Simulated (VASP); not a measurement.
# Be (Fm-3m) in VASP: a series of runs, part 2 of 2

VASP 6.6.1.

## (4) Single point, revPBE (volume scaled by 1.08)

Contents of INCAR:

```
SYSTEM = Be
PREC = Accurate
ENCUT = 520
EDIFF = 1E-6
ISMEAR = -1
SIGMA = 0.1
LREAL = .FALSE.
LASPH = .TRUE.
NELM = 100
ALGO = Normal
ISIF = 2
LWAVE = .FALSE.
LCHARG = .FALSE.
GGA = RE
NBANDS = 7
```

Contents of KPOINTS:

```
Automatic mesh
0
G
  19 19 19
  0 0 0
```

Contents of POSCAR:

```
Be
1.0
    0.0000000000      1.6327733302      1.6327733302
    1.6327733302      0.0000000000      1.6327733302
    1.6327733302      1.6327733302      0.0000000000
Be
1
Direct
    0.0000000000      0.0000000000      0.0000000000
```

Potentials or basis: VASP PAW PBE potentials, release 64 (Be).

Launch:

```bash
$ cat potpaw_PBE.64/Be/POTCAR > POTCAR
$ mpirun -np 1 vasp_std > vasp.out
```

OUTCAR:

```text
SYSTEM = Be
   PREC = Accurate
   ENCUT = 520
   EDIFF = 1E-6
   ISMEAR = -1
   LREAL = .FALSE.
   LASPH = .TRUE.
   NELM = 100
   ISIF = 2
   GGA = RE

 ion  position               nearest neighbor table
   1  0.000  0.000  0.000-

  LATTYP: Found a face centered cubic cell.
 ALAT       =     3.2655466604

  Lattice vectors:

 A1 = (   0.0000000000,   1.6327733302,   1.6327733302)
 A2 = (   1.6327733302,   0.0000000000,   1.6327733302)
 A3 = (   1.6327733302,   1.6327733302,   0.0000000000)

Analysis of symmetry for initial positions (statically):
[... 411 lines left out ...]
      2      13.8586      0.00000
      3      21.6662      0.00000
      4      23.5578      0.00000
      5      32.5988      0.00000
      6      33.5648      0.00000
      7      34.7042      0.00000

 [... further k-points ...]
[... 5 lines left out ...]
  --------------------------------------------------------------------------------------
  -------------------------------------------------------------------------------------
  Total       -0.4225613     -0.4225613     -0.4225613      0.0000000     -0.0000000     -0.0000000
  in kB      -77.7665162    -77.7665162    -77.7665162      0.0000000     -0.0000000     -0.0000000
  external PRESSURE =     -77.7665162 kB  Pullay stress =       0.0000000 kB

 VOLUME and BASIS-vectors are now :
 -----------------------------------------------------------------------------
  energy-cutoff  :      520.00
  volume of cell :        8.71
      direct lattice vectors                 reciprocal lattice vectors
     0.000000000  1.632773330  1.632773330    -0.306227442  0.306227442  0.306227442
     1.632773330  0.000000000  1.632773330     0.306227442 -0.306227442  0.306227442
     1.632773330  1.632773330  0.000000000     0.306227442  0.306227442 -0.306227442

 POSITION                                       TOTAL-FORCE (eV/Angst)
 -----------------------------------------------------------------------------------
      0.00000      0.00000      0.00000         0.000000      0.000000      0.000000
 -----------------------------------------------------------------------------------
    total drift:                                0.000000     -0.000000      0.000000

  FREE ENERGIE OF THE ION-ELECTRON SYSTEM (eV)
  ---------------------------------------------------
  free  energy   TOTEN  =        -3.4609978840 eV

  energy  without entropy=       -3.4564825559  energy(sigma->0) =       -3.45874022
```

OSZICAR:

```text
N       E                     dE             d eps       ncg     rms          rms(c)
DAV:   1    -0.218980437616E+01   -0.21898E+01   -0.11016E+03  3227   0.233E+02
DAV:   2    -0.347456715418E+01   -0.12848E+01   -0.12195E+01  4361   0.254E+01
DAV:   3    -0.347673194995E+01   -0.21648E-02   -0.21646E-02  3563   0.923E-01
DAV:   4    -0.347673219177E+01   -0.24182E-06   -0.24274E-06  4844   0.113E-02
DAV:   5    -0.347673219177E+01    0.48814E-11   -0.13148E-10  3570   0.307E-05    0.727E-01
DAV:   6    -0.346552776880E+01    0.11204E-01   -0.10915E-03  3514   0.340E-01    0.445E-01
DAV:   7    -0.346101061725E+01    0.45172E-02   -0.10226E-03  3346   0.339E-01    0.201E-02
DAV:   8    -0.346099638670E+01    0.14231E-04   -0.34980E-06  4081   0.182E-02    0.450E-03
DAV:   9    -0.346099814583E+01   -0.17591E-05   -0.52853E-07  3766   0.493E-03    0.508E-04
DAV:  10    -0.346099788405E+01    0.26178E-06   -0.53977E-09  1925   0.592E-04
   1 F= -.34609979E+01 E0= -.34587402E+01  d E =-.451533E-02
```

stdout:

```text
POSCAR found type information on POSCAR Be
 POSCAR found :  1 types and       1 ions
 scaLAPACK will be used
 -----------------------------------------------------------------------------
|                                                                             |
|                                                                             |
|     You enforced a specific xc type in the INCAR file but a different       |
|     I HOPE YOU KNOW WHAT YOU ARE DOING!                                     |
|                                                                             |
 -----------------------------------------------------------------------------

 LDA part: xc-table for (Slater+PW92), standard interpolation
 POSCAR, INCAR and KPOINTS ok, starting setup
 FFT: planning ... GRIDC
 FFT: planning ... GRID_SOFT
 FFT: planning ... GRID
 WAVECAR not read
 entering main loop
```

It took 9.9 s on 1 thread of AMD EPYC 9R45 (Zen 5), shared host; peak memory 0.09 GiB.

Results:

```
Free energy            : -3.4610 eV
Pressure               : -7.8 GPa
Band gap on the k mesh : zero (band 1 reaches 7.44 eV, above the bottom of band 2 at 6.58 eV)
```

Levels at points of the mesh, in eV from the Fermi level:
```
           k point  band 1  band 2  band 3  band 4  band 5
(0.00, 0.00, 0.00)  -11.15   18.29   18.29   18.29   27.44
```

Caveat: the cell differs from its parent crystal (volume scaled by 1.08); the PAW data sets were made with another functional, which shifts forces and pressure a little.

## (5) Relaxation of cell and atoms, revPBE

This run uses another cell than the first one, of 8.11 Å³/atom, 1.094 times its volume.

Contents of INCAR:

```
SYSTEM = Be
PREC = Accurate ; ENCUT = 600
EDIFF = 1E-6 ; ISMEAR = -1
SIGMA = 0.1 ; LREAL = .FALSE.
LASPH = .TRUE. ; NELM = 80
ALGO = Normal ; ISIF = 3
LWAVE = .FALSE. ; LCHARG = .FALSE.
GGA = RE ; IBRION = 2
NSW = 80 ; EDIFFG = -0.01
```

Contents of KPOINTS:

```
regular mesh
0
G
  17 17 17
  0 0 0
```

Contents of POSCAR:

```
Be
1.0
    0.0000000000      1.5948182637      1.5948182637
    1.5948182637      0.0000000000      1.5948182637
    1.5948182637      1.5948182637      0.0000000000
Be
1
Direct
    0.0000000000      0.0000000000      0.0000000000
```

Potentials or basis: VASP PAW PBE potentials, release 64 (Be).

Launch:

```bash
$ cat potpaw_PBE.64/Be/POTCAR > POTCAR
$ mpirun -np 1 vasp_std > vasp.out
```

OUTCAR:

```text
SYSTEM = Be
   PREC = Accurate
   ENCUT = 600
   EDIFF = 1E-6
   ISMEAR = -1
   LREAL = .FALSE.
   LASPH = .TRUE.
   NELM = 80
   ISIF = 3
   GGA = RE
   IBRION = 2
   NSW = 80
   EDIFFG = -0.01

 ion  position               nearest neighbor table
   1  0.000  0.000  0.000-

  LATTYP: Found a face centered cubic cell.
 ALAT       =     3.1896365274

  Lattice vectors:

 A1 = (   0.0000000000,   1.5948182637,   1.5948182637)
 A2 = (   1.5948182637,   0.0000000000,   1.5948182637)
 A3 = (   1.5948182637,   1.5948182637,   0.0000000000)

Analysis of symmetry for initial positions (statically):
=====================================================================
 Subroutine PRICEL returns:
 Original cell was already a primitive cell.

 Routine SETGRP: Setting up the symmetry group for a
 face centered cubic supercell.

 Subroutine GETGRP returns: Found 48 space group operations
 (whereof 48 operations were pure point group operations)
 out of a pool of 48 trial point group operations.

The static configuration has the point symmetry O_h .

Analysis of symmetry for dynamics (positions and initial velocities):
=====================================================================
 Subroutine PRICEL returns:
 Original cell was already a primitive cell.

 Routine SETGRP: Setting up the symmetry group for a
 face centered cubic supercell.

 Subroutine GETGRP returns: Found 48 space group operations
 (whereof 48 operations were pure point group operations)
 out of a pool of 48 trial point group operations.

The dynamic configuration has the point symmetry O_h .

 Subroutine INISYM returns: Found 48 space group operations
 (whereof 48 operations are pure point group operations),
 and found     1 'primitive' translations
[... 161 lines left out ...]
     1.594818264  1.594818264  0.000000000     0.313515346  0.313515346 -0.313515346

 POSITION                                       TOTAL-FORCE (eV/Angst)
 -----------------------------------------------------------------------------------
      0.00000      0.00000      0.00000         0.000000      0.000000      0.000000
 -----------------------------------------------------------------------------------
    total drift:                               -0.000000      0.000000     -0.000000

  FREE ENERGIE OF THE ION-ELECTRON SYSTEM (eV)
  ---------------------------------------------------
  free  energy   TOTEN  =        -3.4759006292 eV

  energy  without entropy=       -3.4714737208  energy(sigma->0) =       -3.47368718

--------------------------------------- Ionic step        2  -------------------------------------------

 number of electron       2.0000000 magnetization

 Free energy of the ion-electron system (eV)
  ---------------------------------------------------
  ext. energy  EPLUGINS =         0.00000000
  ---------------------------------------------------
  free energy    TOTEN  =        -3.47600133 eV

  energy without entropy =       -3.47164259  energy(sigma->0) =       -3.47382196

 E-fermi :   7.3540     XC(G=0): -10.5427

 val. band max:        7.3050200960   @ k =  -0.3529   0.3529   0.0000
 cond. band min:       7.4017222778   @ k =  -0.4706   0.0588   0.0000
 fundamental gap:      0.0967021817
 Fermi energy:         7.3539982952

 k-point     1 :       0.0000    0.0000    0.0000
  band No.  band energies     occupation
      1      -4.3482      2.00000
      2      26.6589      0.00000
      3      26.6589      0.00000
      4      26.6589      0.00000
      5      36.0051      0.00000
[... 177 lines left out ...]
 k-point    24 :      -0.1176    0.0588    0.0000
  band No.  band energies     occupation
      1      -3.6236      2.00000
      2      22.3532      0.00000
      3      24.2882      0.00000
      4      26.5580      0.00000
      5      33.9082      0.00000

 [... further k-points ...]

------------------------ aborting loop because EDIFF is reached ----------------------------------------

  FORCE on cell =-STRESS in cart. coord.  units (eV):
  Direction    XX          YY          ZZ          XY          YZ          ZX
  --------------------------------------------------------------------------------------
  -------------------------------------------------------------------------------------
  Total       -0.0058450     -0.0058450     -0.0058450      0.0000000      0.0000000      0.0000000
  in kB       -1.1600670     -1.1600670     -1.1600670      0.0000000      0.0000000      0.0000000
  external PRESSURE =      -1.1600670 kB  Pullay stress =       0.0000000 kB

 VOLUME and BASIS-vectors are now :
 -----------------------------------------------------------------------------
  energy-cutoff  :      600.00
  volume of cell :        8.07
      direct lattice vectors                 reciprocal lattice vectors
    -0.000000000  1.592186480  1.592186480    -0.314033567  0.314033567  0.314033567
     1.592186480  0.000000000  1.592186480     0.314033567 -0.314033567  0.314033567
     1.592186480  1.592186480 -0.000000000     0.314033567  0.314033567 -0.314033567

 POSITION                                       TOTAL-FORCE (eV/Angst)
 -----------------------------------------------------------------------------------
      0.00000      0.00000      0.00000        -0.000000     -0.000000     -0.000000
 -----------------------------------------------------------------------------------
    total drift:                               -0.000000      0.000000     -0.000000

  FREE ENERGIE OF THE ION-ELECTRON SYSTEM (eV)
  ---------------------------------------------------
  free  energy   TOTEN  =        -3.4760013295 eV

  energy  without entropy=       -3.4716425897  energy(sigma->0) =       -3.47382196

 reached required accuracy - stopping structural energy minimisation
```

OSZICAR:

```text
N       E                     dE             d eps       ncg     rms          rms(c)
DAV:   1    -0.154178939499E+01   -0.15418E+01   -0.12135E+03  1750   0.368E+02
DAV:   2    -0.348636881175E+01   -0.19446E+01   -0.18301E+01  2285   0.413E+01
DAV:   3    -0.349447869477E+01   -0.81099E-02   -0.81054E-02  1915   0.226E+00
DAV:   4    -0.349448347788E+01   -0.47831E-05   -0.47825E-05  2360   0.555E-02
DAV:   5    -0.349448347848E+01   -0.59961E-09   -0.16433E-08  1950   0.570E-04    0.776E-01
DAV:   6    -0.348089685584E+01    0.13587E-01   -0.17445E-03  1690   0.644E-01    0.477E-01
DAV:   7    -0.347591468992E+01    0.49822E-02   -0.15873E-03  1680   0.640E-01    0.173E-02
DAV:   8    -0.347589883621E+01    0.15854E-04   -0.37834E-06  1935   0.282E-02    0.529E-03
DAV:   9    -0.347590099416E+01   -0.21580E-05   -0.81217E-07  1875   0.843E-03    0.765E-04
DAV:  10    -0.347590062920E+01    0.36496E-06   -0.90558E-09   920   0.108E-03
   1 F= -.34759006E+01 E0= -.34736872E+01  d E =-.347590E+01
       N       E                     dE             d eps       ncg     rms          rms(c)
DAV:   1    -0.347600070764E+01   -0.99713E-04   -0.31497E-04  1715   0.198E-01    0.728E-03
DAV:   2    -0.347600132950E+01   -0.62186E-06   -0.29660E-07  2020   0.751E-03
   2 F= -.34760013E+01 E0= -.34738220E+01  d E =-.100700E-03
```

It took 7.3 s on 1 thread of AMD EPYC 9R45 (Zen 5), shared host; peak memory 0.08 GiB.

Results:

| Property | Result |
| --- | --- |
| Free energy | -3.4760 eV |
| Relaxed volume | 8.07 Å³/atom |
| Relaxed cell | a = 2.252 Å, b = 2.252 Å, c = 2.252 Å, α = 60.00°, β = 60.00°, γ = 60.00° |
| Space group after relaxing (to 0.05 Å) | Fm-3m (No. 225) |
| Energy gained by relaxing | 0.1 meV/atom |
| Ionic steps | 2 |
| Pressure after relaxing | -0.1 GPa |
| Band gap on the k mesh | zero (band 1 reaches 7.50 eV, above the bottom of band 2 at 7.30 eV) |

The path:
```tsv
step	energy change (eV)	largest force (eV/Å)	pressure (GPa)	volume (Å³)
1	0.0000	0.0000	-0.68	8.11
2	-0.0001	0.0000	-0.12	8.07
```

Final structure:
```yaml
crystal:
  lattice:
    - [0.00000, 1.59219, 1.59219]
    - [1.59219, 0.00000, 1.59219]
    - [1.59219, 1.59219, 0.00000]
  atoms:
    - { symbol: Be, position: [0.00000, 0.00000, 0.00000] }
```

Caveat: the PAW data sets were made with another functional, which shifts forces and pressure a little.

## (6) Summary

```tsv
task	cell	k mesh	cutoff (eV)	gap on the mesh (eV)	pressure (GPa)
single point	a = 2.189 Å, angles 60.0°, 1 atom	19 × 19 × 19	520	none	11.1
single point	a = 2.280 Å, angles 60.0°, 1 atom	19 × 19 × 19	520	none	-4.2
single point	a = 2.309 Å, angles 60.0°, 1 atom	19 × 19 × 19	520	none	-7.8
relaxation of cell and atoms	relaxed from a = 2.255 Å, angles 60.0°, 1 atom	17 × 17 × 17	600	none	-0.1
```

Alike in all rows: level revPBE; potentials or basis VASP PAW PBE potentials, release 64 (Be); no spin polarisation; smearing fermi-dirac 0.1 eV.

Caveats: the PAW data sets were made with another functional, which shifts forces and pressure a little.

Total energies depend on the potentials used, so only differences within one code and one set of settings carry meaning.
